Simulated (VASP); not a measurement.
# AlIn2As3 in VASP: notebook

AlIn2As3 is run at these levels: PBE; tasks: single point.

Program: VASP 6.6.1. These are calculated values, not measurements. Logs are shortened: lines on timing, memory, paths and dates and some standing lists are left out, and cuts for length are marked.

### 1 The cell of the first run

The structure is hexagonal, space group P6_3mc (No. 186). Conventional cell: a = 4.252 Å, b = 4.252 Å, c = 21.025 Å, α = 90.00°, β = 90.00°, γ = 120.00°. Within 3.3 Å of Al (site symmetry 3m) lie 4 As at 2.49 to 2.56 Å. Within 3.5 Å of In (site symmetry 3m) lie 4 As at 2.64 to 2.69 Å. In (site symmetry 3m) has 4 As at 2.64 to 2.67 Å within 3.5 Å. Within 3.4 Å of As (site symmetry 3m) lie 3 Al at 2.56 Å and 1 In at 2.69 Å. As (site symmetry 3m) has 4 In at 2.64 to 2.67 Å within 3.5 Å. Within 3.3 Å of As (site symmetry 3m) lie 1 Al at 2.49 Å and 3 In at 2.64 Å.

### 2 Single point, PBE

File INCAR:

```
PREC = Accurate
ENCUT = 520
EDIFF = 1E-7
ISMEAR = 0
SIGMA = 0.1
LREAL = F
LASPH = T
NELM = 80
ALGO = Normal
ISIF = 2
LWAVE = F
LCHARG = F
GGA = PE
NBANDS = 56
```

File KPOINTS:

```
Automatic mesh
0
Gamma
  6 6 1
```

File POSCAR:

```
AlIn2As3
1.0
    4.2522331000      0.0000000000      0.0000000000
   -2.1261165000      3.6825419000      0.0000000000
    0.0000000000      0.0000000000     21.0246643000
Al In As
2 4 6
Direct
    0.3333333000      0.6666667000      0.6667020000
    0.6666667000      0.3333333000      0.1667020000
    0.3333333000      0.6666667000      0.0038480000
    0.3333333000      0.6666667000      0.3309530000
    0.6666667000      0.3333333000      0.5038480000
    0.6666667000      0.3333333000      0.8309530000
    0.3333333000      0.6666667000      0.1316280000
    0.3333333000      0.6666667000      0.4579190000
    0.3333333000      0.6666667000      0.7849500000
    0.6666667000      0.3333333000      0.2849500000
    0.6666667000      0.3333333000      0.6316280000
    0.6666667000      0.3333333000      0.9579190000
```

Potentials or basis: VASP PAW PBE potentials, release 64 (Al, In_d, As).

On the command line:

```sh
> cat potpaw_PBE.64/Al/POTCAR potpaw_PBE.64/In_d/POTCAR potpaw_PBE.64/As/POTCAR > POTCAR
> mpirun -np 1 vasp_std > vasp.out
```

OUTCAR:

```text
PREC = Accurate
   ENCUT = 520
   EDIFF = 1E-7
   ISMEAR = 0
   LREAL = F
   LASPH = T
   NELM = 80
   ISIF = 2
   GGA = PE

 ion  position               nearest neighbor table
   1  0.333  0.667  0.667-   9 2.49  11 2.56  11 2.56  11 2.56
   2  0.667  0.333  0.167-  10 2.49   7 2.56   7 2.56   7 2.56
   3  0.333  0.667  0.004-  12 2.64  12 2.64  12 2.64   7 2.69
   4  0.333  0.667  0.331-  10 2.64  10 2.64  10 2.64   8 2.67
   5  0.667  0.333  0.504-   8 2.64   8 2.64   8 2.64  11 2.69
   6  0.667  0.333  0.831-   9 2.64   9 2.64   9 2.64  12 2.67
   7  0.333  0.667  0.132-   2 2.56   2 2.56   2 2.56   3 2.69
   8  0.333  0.667  0.458-   5 2.64   5 2.64   5 2.64   4 2.67
   9  0.333  0.667  0.785-   1 2.49   6 2.64   6 2.64   6 2.64
  10  0.667  0.333  0.285-   2 2.49   4 2.64   4 2.64   4 2.64
  11  0.667  0.333  0.632-   1 2.56   1 2.56   1 2.56   5 2.69
  12  0.667  0.333  0.958-   3 2.64   3 2.64   3 2.64   6 2.67

  LATTYP: Found a hexagonal cell.
 ALAT       =     4.2522331000
 C/A-ratio  =     4.9443818825

  Lattice vectors:

 A1 = (   4.2522331000,   0.0000000000,   0.0000000000)
 A2 = (  -2.1261165000,   3.6825419000,   0.0000000000)
 A3 = (   0.0000000000,   0.0000000000,  21.0246643000)

Analysis of symmetry for initial positions (statically):
=====================================================================
 Subroutine PRICEL returns:
 Original cell was already a primitive cell.

 Routine SETGRP: Setting up the symmetry group for a
 hexagonal supercell.

 Subroutine GETGRP returns: Found 12 space group operations
 (whereof  6 operations were pure point group operations)
 out of a pool of 24 trial point group operations.

The static configuration has the point symmetry C_3v.
 The point group associated with its full space group is C_6v.

Analysis of symmetry for dynamics (positions and initial velocities):
=====================================================================
 Subroutine PRICEL returns:
 Original cell was already a primitive cell.

 Routine SETGRP: Setting up the symmetry group for a
 hexagonal supercell.

 Subroutine GETGRP returns: Found 12 space group operations
 (whereof  6 operations were pure point group operations)
 out of a pool of 24 trial point group operations.

The dynamic configuration has the point symmetry C_3v.
 The point group associated with its full space group is C_6v.

 Subroutine INISYM returns: Found 12 space group operations
 (whereof  6 operations are pure point group operations),
 and found     1 'primitive' translations

----------------------------------------------------------------------------------------

                                     Primitive cell

  volume of cell :     329.2258

  direct lattice vectors                    reciprocal lattice vectors
     4.252233100  0.000000000  0.000000000     0.235170551  0.135775777  0.000000000
    -2.126116500  3.682541900  0.000000000     0.000000000  0.271551561  0.000000000
     0.000000000  0.000000000 21.024664300     0.000000000  0.000000000  0.047563185

  length of vectors
     4.252233100  4.252233086 21.024664300     0.271551560  0.271551561  0.047563185

  position of ions in fractional coordinates (direct lattice)
     0.333333300  0.666666700  0.666702000
     0.666666700  0.333333300  0.166702000
     0.333333300  0.666666700  0.003848000
     0.333333300  0.666666700  0.330953000
     0.666666700  0.333333300  0.503848000
     0.666666700  0.333333300  0.830953000
     0.333333300  0.666666700  0.131628000
     0.333333300  0.666666700  0.457919000
     0.333333300  0.666666700  0.784950000
     0.666666700  0.333333300  0.284950000
     0.666666700  0.333333300  0.631628000
     0.666666700  0.333333300  0.957919000

  ion indices of the primitive-cell ions
   primitive index   ion index
                 1           1
                 2           2
                 3           3
                 4           4
                 5           5
                 6           6
                 7           7
                 8           8
                 9           9
                10          10
                11          11
                12          12

----------------------------------------------------------------------------------------

 KPOINTS: Automatic mesh

Automatic generation of k-mesh.
 Grid dimensions read from file:
 generate k-points for:    6    6    1

 Generating k-lattice:

  Cartesian coordinates                     Fractional coordinates (reciprocal lattice)
     0.039195092  0.022629296  0.000000000     0.166666667  0.000000000  0.000000000
     0.000000000  0.045258593  0.000000000     0.000000000  0.166666667  0.000000000
     0.000000000  0.000000000  0.047563185     0.000000000  0.000000000  1.000000000

  Length of vectors
     0.045258593  0.045258593  0.047563185

  Shift w.r.t. Gamma in fractional coordinates (k-lattice)
     0.000000000  0.000000000  0.000000000

[... 39 lines left out ...]
   ISYM   =      2    0-nonsym 1-usesym 2-fastsym
   POTIM  = 0.5000    time-step for ionic-motion
   TEBEG  =    0.0;   TEEND  =   0.0 temperature during run
   PSTRESS=    0.0 pullay stress
   NELECT =      88.0000    total number of electrons
   NUPDOWN=      -1.0000    fix difference up-down
   EMIN   =  10.00;   EMAX   =-10.00  energy-range for DOS
   EFERMI =   0.00;   METHOD = LEGACY
   ISMEAR =     0;   SIGMA  =   0.10  broadening in eV -4-tet -1-fermi 0-gaus
   EFERMI_NEDOS =   21; number of points for ismear=-14 and -15
   IALGO  =     38    algorithm
   IMIX   =      4    mixing-type and parameters
     AMIX     =   0.40;   BMIX     =  1.00
     AMIX_MAG =   1.60;   BMIX_MAG =  1.00
  volume/ion in A,a.u.               =      27.44       185.14
  Fermi-wavevector in a.u.,A,eV,Ry     =   1.054560  1.992829 15.130983  1.112096
  Thomas-Fermi vector in A             =   2.189724
   LORBIT       =      0    0 simple, 1 ext, 2 COOP (PROOUT), +10 PAW based schemes
   GGA     = PE    functional components
   LHFCALC =     F    Hartree Fock is set to
   AEXX    =    0.0000 exact exchange contribution
   IVDW    =     0    specifies the selected vdW correction
   LEPSILON=     F    determine dielectric tensor
   LRPA    =     F    only Hartree local field effects (RPA)
 non-spin polarized calculation
 Gauss-broadening in eV      SIGMA  =   0.10
  energy-cutoff  :      520.00
  volume of cell :      329.23
 maximum number of plane-waves:      8940
 NGX is ok and might be reduce to    32
   NGX = 15   NGY = 15   NGZ = 79

 number of electron      88.0000025 magnetization

 Free energy of the ion-electron system (eV)
  ---------------------------------------------------
  ext. energy  EPLUGINS =         0.00000000
  ---------------------------------------------------
  free energy    TOTEN  =       -49.17956813 eV

  energy without entropy =      -49.17545169  energy(sigma->0) =      -49.17750991

 E-fermi :   4.0505     XC(G=0):  -8.8507

 val. band max:        4.0486953098   @ k =   0.0000   0.0000   0.0000
 cond. band min:       4.7735805067   @ k =   0.0000   0.0000   0.0000
 fundamental gap:      0.7248851969
 Fermi energy:         4.0505209660

 k-point     1 :       0.0000    0.0000    0.0000
  band No.  band energies     occupation
      1     -10.4027      2.00000
      2     -10.4023      2.00000
      3     -10.3486      2.00000
      4     -10.3483      2.00000
      5     -10.3341      2.00000
      6     -10.3341      2.00000
[... 48 lines left out ...]
     55       7.7685      0.00000
     56       7.9868      0.00000

 k-point     2 :       0.1667   -0.0000    0.0000
  band No.  band energies     occupation
      1     -10.4205      2.00000
      2     -10.4204      2.00000
      3     -10.3723      2.00000
      4     -10.3708      2.00000
      5     -10.3285      2.00000
      6     -10.3263      2.00000
[... 288 lines left out ...]
  band No.  band energies     occupation
      1     -10.4635      2.00000
      2     -10.4635      2.00000
      3     -10.4518      2.00000
      4     -10.4518      2.00000
      5     -10.3080      2.00000
      6     -10.3079      2.00000
[... 48 lines left out ...]
     55       9.1869      0.00000
     56       9.2102      0.00000

------------------------ aborting loop because EDIFF is reached ----------------------------------------

  FORCE on cell =-STRESS in cart. coord.  units (eV):
  Direction    XX          YY          ZZ          XY          YZ          ZX
  --------------------------------------------------------------------------------------
  -------------------------------------------------------------------------------------
  Total        0.2443235      0.2443235      0.2256072      0.0000000      0.0000000     -0.0000000
  in kB        1.1890004      1.1890004      1.0979177      0.0000000      0.0000000     -0.0000000
  external PRESSURE =       1.1586395 kB  Pullay stress =       0.0000000 kB

 VOLUME and BASIS-vectors are now :
 -----------------------------------------------------------------------------
  energy-cutoff  :      520.00
  volume of cell :      329.23
      direct lattice vectors                 reciprocal lattice vectors
     4.252233100  0.000000000  0.000000000     0.235170551  0.135775777  0.000000000
    -2.126116500  3.682541900  0.000000000     0.000000000  0.271551561  0.000000000
     0.000000000  0.000000000 21.024664300     0.000000000  0.000000000  0.047563185

 POSITION                                       TOTAL-FORCE (eV/Angst)
 -----------------------------------------------------------------------------------
     -0.00000      2.45503     14.01719        -0.000000      0.000000     -0.008404
      2.12612      1.22751      3.50485         0.000000     -0.000000     -0.008404
     -0.00000      2.45503      0.08090         0.000000      0.000000      0.014317
     -0.00000      2.45503      6.95818         0.000000      0.000000      0.012335
      2.12612      1.22751     10.59324        -0.000000      0.000000      0.014317
      2.12612      1.22751     17.47051        -0.000000      0.000000      0.012335
     -0.00000      2.45503      2.76743        -0.000000     -0.000000     -0.006623
     -0.00000      2.45503      9.62759        -0.000000      0.000000     -0.016012
     -0.00000      2.45503     16.50331         0.000000     -0.000000      0.004387
      2.12612      1.22751      5.99098        -0.000000      0.000000      0.004387
      2.12612      1.22751     13.27977         0.000000      0.000000     -0.006623
      2.12612      1.22751     20.13993        -0.000000      0.000000     -0.016012
 -----------------------------------------------------------------------------------
    total drift:                                0.000042     -0.000024     -0.000929

  FREE ENERGIE OF THE ION-ELECTRON SYSTEM (eV)
  ---------------------------------------------------
  free  energy   TOTEN  =       -49.1795681336 eV

  energy  without entropy=      -49.1754516863  energy(sigma->0) =      -49.17750991
```

It took 3.8 min on 1 thread of Intel Xeon Platinum 8488C (Sapphire Rapids), shared host; peak memory 0.46 GiB.

Results:

| Property | Result |
| --- | --- |
| Free energy | -49.1796 eV |
| Pressure | 0.1 GPa |
| Largest force | 0.016 eV/Å |

Forces on the atoms (eV/Å):
```
Al   0.000  0.000 -0.008
Al   0.000  0.000 -0.008
In   0.000  0.000  0.014
In   0.000  0.000  0.012
In   0.000  0.000  0.014
In   0.000  0.000  0.012
As   0.000  0.000 -0.007
As   0.000  0.000 -0.016
As   0.000  0.000  0.004
As   0.000  0.000  0.004
As   0.000  0.000 -0.007
As   0.000  0.000 -0.016
```

Levels at points of the mesh, in eV from the Fermi level:
```csv
k point,band 40,band 41,band 42,band 43,band 44,band 45,band 46,band 47,band 48,band 49
"(0.00, 0.00, 0.00)",-0.38,-0.21,-0.21,-0.05,-0.05,0.00,0.72,0.92,1.33,1.45
"(0.50, 0.00, 0.00)",-1.73,-1.51,-1.45,-1.32,-1.02,0.91,1.34,1.41,1.49,1.84
```

Caveat: spin-orbit coupling is left out, which moves the levels of the heavy elements.

### 3 Single point, PBE

File INCAR:

```
  PREC = Accurate
  ENCUT = 520
  EDIFF = 1E-7
  ISMEAR = 0
  SIGMA = 0.2
  LREAL = False
  LASPH = True
  NELM = 80
  ALGO = Normal
  ISIF = 2
  LWAVE = False
  LCHARG = False
  GGA = PE
  NBANDS = 56
```

KPOINTS is that of step 2.

File POSCAR:

```
AlIn2As3
1.0
    4.2522331073     -0.0000000289      0.0000000000
   -2.1261165286      3.6825419081      0.0000000000
    0.0000000000      0.0000000000     21.0246643000
Al In As
2 4 6
Direct
    0.3333333333      0.6666666667      0.6667020000
    0.6666666667      0.3333333333      0.1667020000
    0.3333333333      0.6666666667      0.0038480000
    0.3333333333      0.6666666667      0.3309530000
    0.6666666667      0.3333333333      0.5038480000
    0.6666666667      0.3333333333      0.8309530000
    0.3333333333      0.6666666667      0.1316280000
    0.3333333333      0.6666666667      0.4579190000
    0.3333333333      0.6666666667      0.7849500000
    0.6666666667      0.3333333333      0.2849500000
    0.6666666667      0.3333333333      0.6316280000
    0.6666666667      0.3333333333      0.9579190000
```

Potentials or basis: VASP PAW PBE potentials, release 64 (Al, In_d, As).

On the command line:

```sh
> cat potpaw_PBE.64/Al/POTCAR potpaw_PBE.64/In_d/POTCAR potpaw_PBE.64/As/POTCAR > POTCAR
> mpirun -np 1 vasp_std > vasp.out
```

Run time: 3.4 min. Hardware: 1 thread of Intel Xeon Platinum 8488C (Sapphire Rapids), shared host; peak memory 0.46 GiB.

The run converged. Its results:

```
Free energy   : -49.1841 eV
Pressure      : 0.1 GPa
Largest force : 0.019 eV/Å
```

Forces on the atoms (eV/Å):
```
Al   0.000  0.000 -0.010
Al   0.000  0.000 -0.010
In   0.000  0.000  0.018
In   0.000  0.000  0.014
In   0.000  0.000  0.018
In   0.000  0.000  0.014
As   0.000  0.000 -0.006
As   0.000  0.000 -0.019
As   0.000  0.000  0.004
As   0.000  0.000  0.004
As   0.000  0.000 -0.006
As   0.000  0.000 -0.019
```

Levels at points of the mesh, in eV from the Fermi level:
```csv
k point,band 40,band 41,band 42,band 43,band 44,band 45,band 46,band 47,band 48,band 49
"(0.00, 0.00, 0.00)",-0.42,-0.26,-0.26,-0.09,-0.09,-0.04,0.68,0.88,1.28,1.41
"(0.50, 0.00, 0.00)",-1.77,-1.56,-1.49,-1.36,-1.06,0.87,1.29,1.37,1.45,1.79
```

Caveat: spin-orbit coupling is left out, which moves the levels of the heavy elements.

### 4 Single point, PBE

File INCAR:

```
SYSTEM = AlIn2As3
PREC     = Accurate       ! precision mode
ENCUT    = 520            ! plane-wave cutoff, eV
EDIFF    = 1E-6           ! SCF threshold, eV
ISMEAR   = 0              ! smearing method
SIGMA    = 0.2            ! smearing width, eV
LREAL    = .FALSE.        ! projectors in reciprocal space
LASPH    = .TRUE.         ! aspherical terms in the spheres
NELM     = 100            ! most SCF steps
ALGO     = Normal         ! electronic algorithm
ISIF     = 2              ! what is computed and relaxed
LWAVE    = .FALSE.        ! write WAVECAR
LCHARG   = .FALSE.        ! write CHGCAR
GGA      = PE             ! functional
NBANDS   = 56             ! bands
```

File KPOINTS:

```
Automatic mesh
0
G
  6 6 1
  0 0 0
```

File POSCAR:

```
AlIn2As3
1.0
    4.2529526803      0.0007689396     -0.0000802224
   -2.1258115411      3.6833055864     -0.0001193704
   -0.0004053634     -0.0009432989     21.0308749457
Al In As
2 4 6
Direct
    0.3336024544      0.6667694431      0.6666636546
    0.6664910882      0.3331599405      0.1666572500
    0.3334321386      0.6663760799      0.0039406900
    0.3335366733      0.6665163751      0.3309812765
    0.6664595013      0.3337638786      0.5039496524
    0.6665203884      0.3334579517      0.8309807185
    0.3331057676      0.6665000564      0.1316595217
    0.3330534995      0.6670999289      0.4578655227
    0.3331248170      0.6668236752      0.7848883959
    0.6669064241      0.3331165341      0.2848840650
    0.6669660078      0.3334153892      0.6316677325
    0.6668012398      0.3330007471      0.9578615202
```

On the command line:

```sh
> cat potpaw_PBE.64/Al/POTCAR potpaw_PBE.64/In_d/POTCAR potpaw_PBE.64/As/POTCAR > POTCAR
> mpirun -np 1 vasp_std > vasp.out
```

It took 8.4 min on 1 thread of Intel Xeon Platinum 8488C (Sapphire Rapids), shared host; peak memory 0.56 GiB.

It converged, with:

| Quantity | Value |
| --- | --- |
| Free energy | -49.1843 eV |
| Pressure | 0.1 GPa |
| Largest force | 0.013 eV/Å |

Forces on the atoms (eV/Å):
```
Al  -0.001  0.000 -0.003
Al   0.000  0.000 -0.003
In  -0.001  0.000  0.000
In  -0.001  0.000  0.000
In   0.001 -0.001 -0.001
In   0.001  0.000  0.000
As   0.000  0.000 -0.010
As   0.001 -0.001  0.001
As   0.001  0.000  0.013
As  -0.001  0.000  0.013
As  -0.001  0.000 -0.010
As   0.000  0.000  0.001
```

Levels at points of the mesh, in eV from the Fermi level:
| k point | band 41 | band 42 | band 43 | band 44 | band 45 | band 46 | band 47 | band 48 |
| --- | --- | --- | --- | --- | --- | --- | --- | --- |
| (0.00, 0.00, 0.00) | -0.26 | -0.25 | -0.09 | -0.09 | -0.05 | 0.68 | 0.88 | 1.29 |
| (0.50, 0.00, 0.00) | -1.55 | -1.50 | -1.36 | -1.06 | 0.86 | 1.29 | 1.36 | 1.45 |
| (0.00, 0.50, 0.00) | -1.55 | -1.50 | -1.36 | -1.06 | 0.86 | 1.29 | 1.36 | 1.45 |
| (0.50, 0.50, 0.00) | -1.56 | -1.50 | -1.36 | -1.06 | 0.86 | 1.29 | 1.36 | 1.45 |

Caveat: spin-orbit coupling is left out, which moves the levels of the heavy elements.

### 5 The runs side by side

| cell | smearing | pressure (GPa) | largest force (eV/Å) |
| --- | --- | --- | --- |
| a = 4.252, b = 4.252, c = 21.025 Å, angles 90.0, 90.0, 120.0°, 12 atoms | gaussian 0.1 eV | 0.1 | 0.02 |
| a = 4.252, b = 4.252, c = 21.025 Å, angles 90.0, 90.0, 120.0°, 12 atoms | gaussian 0.2 eV | 0.1 | 0.02 |
| a = 4.253, b = 4.253, c = 21.031 Å, angles 90.0, 90.0, 120.0°, 12 atoms | gaussian 0.2 eV | 0.1 | 0.01 |

Alike in all rows: task single point; level PBE; potentials or basis VASP PAW PBE potentials, release 64 (Al, In_d, As); no spin polarisation; k mesh 6 × 6 × 1; cutoff (eV) 520.

Caveats: spin-orbit coupling is left out, which moves the levels of the heavy elements.

Total energies depend on the potentials used, so only differences within one code and one set of settings carry meaning.
